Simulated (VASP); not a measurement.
# W in VASP: single point with PBEsol

Aim: the single point of W with PBEsol.

Everything below comes from runs of VASP 6.6.1. Logs are shortened: lines on timing, memory, paths and dates and some standing lists are left out, and cuts for length are marked.

## Step 1: The cell of the first run

The cell holds a slab with vacuum, 9 atoms: a = 3.154 Å, b = 3.154 Å, c = 28.618 Å, α = 90.00°, β = 90.00°, γ = 90.00°.

## Step 2: Single point, PBEsol

The input, INCAR:

```
SYSTEM = W
  PREC = Accurate
  ENCUT = 520
  EDIFF = 1E-6
  ISMEAR = 1
  SIGMA = 0.1
  LREAL = .False.
  LASPH = .True.
  NELM = 80
  ALGO = Normal
  ISIF = 2
  LWAVE = .False.
  LCHARG = .True.
  LDIPOL = .True.
  IDIPOL = 3
  DIPOL = 0.5 0.5 0.500
  GGA = PS
  LELF = .True.
  LVHAR = .True.
  LVACPOTAV = .True.
  NBANDS = 73
```

The input, KPOINTS:

```
Automatic mesh
0
Gamma
  10 10 1
  0 0 0
```

The input, POSCAR:

```
W
1.0
    3.1544505420      0.0000000000      0.0000000000
    0.0000000000      3.1544505420      0.0000000000
    0.0000000000      0.0000000000     28.6178021660
W
9
Direct
    0.0000000000      0.0000000000      0.2851892827
    0.5000000000      0.5000000000      0.3339165613
    0.0000000000      0.0000000000      0.3902669234
    0.5000000000      0.5000000000      0.4449793417
    0.0000000000      0.0000000000      0.4999999998
    0.5000000000      0.5000000000      0.5550206581
    0.0000000000      0.0000000000      0.6097330768
    0.5000000000      0.5000000000      0.6660834392
    0.0000000000      0.0000000000      0.7148107170
```

Potentials or basis: VASP PAW PBE potentials, release 64 (W_sv).

Launch:

```bash
$ cat potpaw_PBE.64/W_sv/POTCAR > POTCAR
$ mpirun -np 1 vasp_std > vasp.out
```

OUTCAR:

```text
SYSTEM = W
   PREC = Accurate
   ENCUT = 520
   EDIFF = 1E-6
   ISMEAR = 1
   LREAL = .False.
   LASPH = .True.
   NELM = 80
   ISIF = 2
   GGA = PS

 ion  position               nearest neighbor table
   1  0.000  0.000  0.285-   2 2.63   2 2.63   2 2.63   2 2.63   3 3.01
   2  0.500  0.500  0.334-   1 2.63   1 2.63   1 2.63   1 2.63   3 2.75   3 2.75   3 2.75   3 2.75
                             4 3.18
   3  0.000  0.000  0.390-   4 2.73   4 2.73   4 2.73   4 2.73   2 2.75   2 2.75   2 2.75   2 2.75
                             1 3.01   5 3.14
   4  0.500  0.500  0.445-   3 2.73   3 2.73   3 2.73   3 2.73   5 2.73   5 2.73   5 2.73   5 2.73
                             6 3.15   2 3.18
   5  0.000  0.000  0.500-   4 2.73   4 2.73   4 2.73   4 2.73   6 2.73   6 2.73   6 2.73   6 2.73
                             3 3.14   7 3.14
   6  0.500  0.500  0.555-   7 2.73   7 2.73   7 2.73   7 2.73   5 2.73   5 2.73   5 2.73   5 2.73
                             4 3.15   8 3.18
   7  0.000  0.000  0.610-   6 2.73   6 2.73   6 2.73   6 2.73   8 2.75   8 2.75   8 2.75   8 2.75
                             9 3.01   5 3.14
   8  0.500  0.500  0.666-   9 2.63   9 2.63   9 2.63   9 2.63   7 2.75   7 2.75   7 2.75   7 2.75
                             6 3.18
   9  0.000  0.000  0.715-   8 2.63   8 2.63   8 2.63   8 2.63   7 3.01

  LATTYP: Found a simple tetragonal cell.
 ALAT       =     3.1544505420
 C/A-ratio  =     9.0721987189

  Lattice vectors:

 A1 = (   3.1544505420,   0.0000000000,   0.0000000000)
 A2 = (   0.0000000000,   3.1544505420,   0.0000000000)
 A3 = (   0.0000000000,   0.0000000000,  28.6178021660)

Analysis of symmetry for initial positions (statically):
=====================================================================
 Subroutine PRICEL returns:
 Original cell was already a primitive cell.

 Routine SETGRP: Setting up the symmetry group for a
 simple tetragonal supercell.

 Subroutine GETGRP returns: Found 16 space group operations
 (whereof 16 operations were pure point group operations)
 out of a pool of 16 trial point group operations.

The static configuration has the point symmetry D_4h.

Analysis of symmetry for dynamics (positions and initial velocities):
=====================================================================
 Subroutine PRICEL returns:
 Original cell was already a primitive cell.

 Routine SETGRP: Setting up the symmetry group for a
 simple tetragonal supercell.

 Subroutine GETGRP returns: Found 16 space group operations
 (whereof 16 operations were pure point group operations)
 out of a pool of 16 trial point group operations.

The dynamic configuration has the point symmetry D_4h.

 Subroutine INISYM returns: Found 16 space group operations
 (whereof 16 operations are pure point group operations),
 and found     1 'primitive' translations

----------------------------------------------------------------------------------------

                                     Primitive cell

  volume of cell :     284.7631

  direct lattice vectors                    reciprocal lattice vectors
     3.154450542  0.000000000  0.000000000     0.317012420  0.000000000  0.000000000
     0.000000000  3.154450542  0.000000000     0.000000000  0.317012420  0.000000000
     0.000000000  0.000000000 28.617802166     0.000000000  0.000000000  0.034943284

  length of vectors
     3.154450542  3.154450542 28.617802166     0.317012420  0.317012420  0.034943284

  position of ions in fractional coordinates (direct lattice)
     0.000000000  0.000000000  0.285189283
     0.500000000  0.500000000  0.333916561
     0.000000000  0.000000000  0.390266923
     0.500000000  0.500000000  0.444979342
     0.000000000  0.000000000  0.500000000
     0.500000000  0.500000000  0.555020658
     0.000000000  0.000000000  0.609733077
     0.500000000  0.500000000  0.666083439
     0.000000000  0.000000000  0.714810717

  ion indices of the primitive-cell ions
   primitive index   ion index
                 1           1
                 2           2
                 3           3
                 4           4
                 5           5
                 6           6
                 7           7
                 8           8
                 9           9

----------------------------------------------------------------------------------------

 KPOINTS: Automatic mesh

Automatic generation of k-mesh.
 Grid dimensions read from file:
 generate k-points for:   10   10    1

 Generating k-lattice:

  Cartesian coordinates                     Fractional coordinates (reciprocal lattice)
     0.031701242  0.000000000  0.000000000     0.100000000  0.000000000  0.000000000
     0.000000000  0.031701242  0.000000000     0.000000000  0.100000000  0.000000000
     0.000000000  0.000000000  0.034943284     0.000000000  0.000000000  1.000000000

  Length of vectors
     0.031701242  0.031701242  0.034943284

  Shift w.r.t. Gamma in fractional coordinates (k-lattice)
     0.000000000  0.000000000  0.000000000

 Subroutine IBZKPT returns following result:
 ===========================================

 Found     21 irreducible k-points:

 Following reciprocal coordinates:
            Coordinates               Weight
  0.000000  0.000000  0.000000      1.000000
  0.100000  0.000000  0.000000      4.000000
  0.200000  0.000000  0.000000      4.000000
  0.300000  0.000000  0.000000      4.000000
  0.400000  0.000000  0.000000      4.000000
  0.500000  0.000000  0.000000      2.000000
[... 13 lines left out ...]
  0.500000  0.400000  0.000000      4.000000
  0.500000  0.500000  0.000000      1.000000
   k-points           NKPTS =     21   k-points in BZ     NKDIM =     21   number of bands    NBANDS=     73
   number of dos      NEDOS =    301   number of ions     NIONS =      9
   total plane-waves  NPLWV = 124416
   dimension x,y,z NGX =    24 NGY =   24 NGZ =  216
   dimension x,y,z NGXF=    48 NGYF=   48 NGZF=  432
   ions per type =               9
   NGX,Y,Z   is equivalent  to a cutoff of  12.65, 12.65, 12.55 a.u.
   NGXF,Y,Z  is equivalent  to a cutoff of  25.30, 25.30, 25.10 a.u.
 SYSTEM =  W
   PREC   = accura    normal or accurate (medium, high low for compatibility)
   ISTART =      0    job   : 0-new  1-cont  2-samecut
   ICHARG =      2    charge: 1-file 2-atom 10-const
   ISPIN  =      1    spin polarized calculation?
   LNONCOLLINEAR =      F non collinear calculations
   LSORBIT =      F    spin-orbit coupling
   LASPH  =      T    aspherical Exc in radial PAW
   ENCUT  =  520.0 eV  38.22 Ry    6.18 a.u.   5.87  5.87 53.21*2*pi/ulx,y,z
   NELM   =     80;   NELMIN=  2; NELMDL= -5     # of ELM steps
   EDIFF  = 0.1E-05   stopping-criterion for ELM
   LREAL  =      F    real-space projection
[... 7 lines left out ...]
   TEBEG  =    0.0;   TEEND  =   0.0 temperature during run
   PSTRESS=    0.0 pullay stress
   NELECT =     126.0000    total number of electrons
   NUPDOWN=      -1.0000    fix difference up-down
   EMIN   =  10.00;   EMAX   =-10.00  energy-range for DOS
   EFERMI =   0.00;   METHOD = LEGACY
   ISMEAR =     1;   SIGMA  =   0.10  broadening in eV -4-tet -1-fermi 0-gaus
   EFERMI_NEDOS =   21; number of points for ismear=-14 and -15
   IALGO  =     38    algorithm
   IMIX   =      4    mixing-type and parameters
     AMIX     =   0.40;   BMIX     =  1.00
     AMIX_MAG =   1.60;   BMIX_MAG =  1.00
  volume/ion in A,a.u.               =      31.64       213.52
  Fermi-wavevector in a.u.,A,eV,Ry     =   1.247490  2.357414 21.173815  1.556232
  Thomas-Fermi vector in A             =   2.381620
   LORBIT       =      0    0 simple, 1 ext, 2 COOP (PROOUT), +10 PAW based schemes
   GGA     = PS    functional components
   LHFCALC =     F    Hartree Fock is set to
   AEXX    =    0.0000 exact exchange contribution
   IVDW    =     0    specifies the selected vdW correction
   LEPSILON=     F    determine dielectric tensor
   LRPA    =     F    only Hartree local field effects (RPA)
 non-spin polarized calculation
 Methfessel and Paxton  Order N= 1 SIGMA  =   0.10
  energy-cutoff  :      520.00
  volume of cell :      284.76
 maximum number of plane-waves:      7752
 NGX is ok and might be reduce to    24
   NGX = 11   NGY = 11   NGZ =107

 dipolmoment           0.000000      0.000000     -0.000000 electrons x Angstroem

 number of electron     126.0000003 magnetization

 dipolmoment           0.000000      0.000000      0.000000 electrons x Angstroem

 Free energy of the ion-electron system (eV)
  ---------------------------------------------------
  ext. energy  EPLUGINS =         0.00000000
  ---------------------------------------------------
  free energy    TOTEN  =      -118.82368725 eV

  energy without entropy =     -118.82616353  energy(sigma->0) =     -118.82451268

 E-fermi :   3.4922     XC(G=0):  -7.6367

 val. band max:        3.4839611701   @ k =   0.5000   0.1000   0.0000
 cond. band min:       3.5445079821   @ k =   0.3000   0.3000   0.0000
 fundamental gap:      0.0605468120
 Fermi energy:         3.4921786465

 k-point     1 :       0.0000    0.0000    0.0000
  band No.  band energies     occupation
      1     -70.5191      2.00000
      2     -70.4660      2.00000
      3     -70.4492      2.00000
      4     -70.2825      2.00000
      5     -70.2741      2.00000
      6     -70.2543      2.00000
[... 65 lines left out ...]
     72       5.0989     -0.00000
     73       5.3579     -0.00000

 k-point     2 :       0.1000    0.0000    0.0000
  band No.  band energies     occupation
      1     -70.5142      2.00000
      2     -70.4620      2.00000
      3     -70.4470      2.00000
      4     -70.2793      2.00000
      5     -70.2699      2.00000
      6     -70.2538      2.00000
[... 1436 lines left out ...]
 k-point    21 :       0.5000    0.5000    0.0000
  band No.  band energies     occupation
      1     -70.4540      2.00000
      2     -70.4106      2.00000
      3     -70.4103      2.00000
      4     -70.2753      2.00000
      5     -70.2704      2.00000
      6     -70.1729      2.00000
[... 65 lines left out ...]
     72       6.5022      0.00000
     73       6.8344      0.00000

------------------------ aborting loop because EDIFF is reached ----------------------------------------

  FORCE on cell =-STRESS in cart. coord.  units (eV):
  Direction    XX          YY          ZZ          XY          YZ          ZX
  --------------------------------------------------------------------------------------
  -------------------------------------------------------------------------------------
  Total       -3.1270691     -3.1270691      0.4021451      0.0000000      0.0000000      0.0000000
  in kB      -17.5939898    -17.5939898      2.2626099      0.0000000      0.0000000      0.0000000
  external PRESSURE =     -10.9751232 kB  Pullay stress =       0.0000000 kB

 VOLUME and BASIS-vectors are now :
 -----------------------------------------------------------------------------
  energy-cutoff  :      520.00
  volume of cell :      284.76
      direct lattice vectors                 reciprocal lattice vectors
     3.154450542  0.000000000  0.000000000     0.317012420  0.000000000  0.000000000
     0.000000000  3.154450542  0.000000000     0.000000000  0.317012420  0.000000000
     0.000000000  0.000000000 28.617802166     0.000000000  0.000000000  0.034943284

 POSITION                                       TOTAL-FORCE (eV/Angst)
 -----------------------------------------------------------------------------------
      0.00000      0.00000      8.16149        -0.000000      0.000000     -0.046511
      1.57723      1.57723      9.55596        -0.000000     -0.000000      0.001454
      0.00000      0.00000     11.16858         0.000000     -0.000000      0.005167
      1.57723      1.57723     12.73433        -0.000000     -0.000000      0.006659
      0.00000      0.00000     14.30890        -0.000000     -0.000000      0.000000
      1.57723      1.57723     15.88347         0.000000      0.000000     -0.006659
      0.00000      0.00000     17.44922         0.000000      0.000000     -0.005167
      1.57723      1.57723     19.06184        -0.000000     -0.000000     -0.001454
      0.00000      0.00000     20.45631         0.000000     -0.000000      0.046511
 -----------------------------------------------------------------------------------
    total drift:                                0.000000     -0.000000     -0.000002

  FREE ENERGIE OF THE ION-ELECTRON SYSTEM (eV)
  ---------------------------------------------------
  free  energy   TOTEN  =      -118.8236872524 eV

  energy  without entropy=     -118.8261635329  energy(sigma->0) =     -118.82451268

 vacuum level on the upper side and lower side of the slab         7.763         7.763
```

It took 15 min on 1 thread of Intel Xeon Platinum 8259CL at 2.50GHz (Skylake/Cascade Lake), shared host; peak memory 0.5 GiB.

Results:

```yaml
Free_energy: -118.8237 eV
Largest_force: 0.047 eV/Å
Band_gap_on_the_k_mesh: zero (bands 63 and 64 overlap by 2.17 eV)
```

Forces in eV/Å, atoms in the order of the input:
```
W    0.000  0.000 -0.047
W    0.000  0.000  0.001
W    0.000  0.000  0.005
W    0.000  0.000  0.007
W    0.000  0.000  0.000
W    0.000  0.000 -0.007
W    0.000  0.000 -0.005
W    0.000  0.000 -0.001
W    0.000  0.000  0.047
```

Levels at points of the mesh, in eV from the Fermi level:
| k point | band 60 | band 61 | band 62 | band 63 | band 64 | band 65 | band 66 | band 67 |
| --- | --- | --- | --- | --- | --- | --- | --- | --- |
| (0.00, 0.00, 0.00) | -0.49 | -0.49 | -0.33 | -0.20 | -0.19 | -0.05 | -0.05 | 0.39 |
| (0.50, 0.00, 0.00) | -0.58 | -0.22 | -0.18 | 0.10 | 0.22 | 0.27 | 1.09 | 1.26 |
| (0.50, 0.50, 0.00) | 0.14 | 0.14 | 1.94 | 1.96 | 2.12 | 2.12 | 2.22 | 2.22 |

Caveat: the PAW data sets were made with another functional, which shifts forces and pressure a little; spin-orbit coupling is left out, which moves the levels of the heavy elements.

The gap in the log of VASP goes by the Fermi energy; the results here count the filled bands.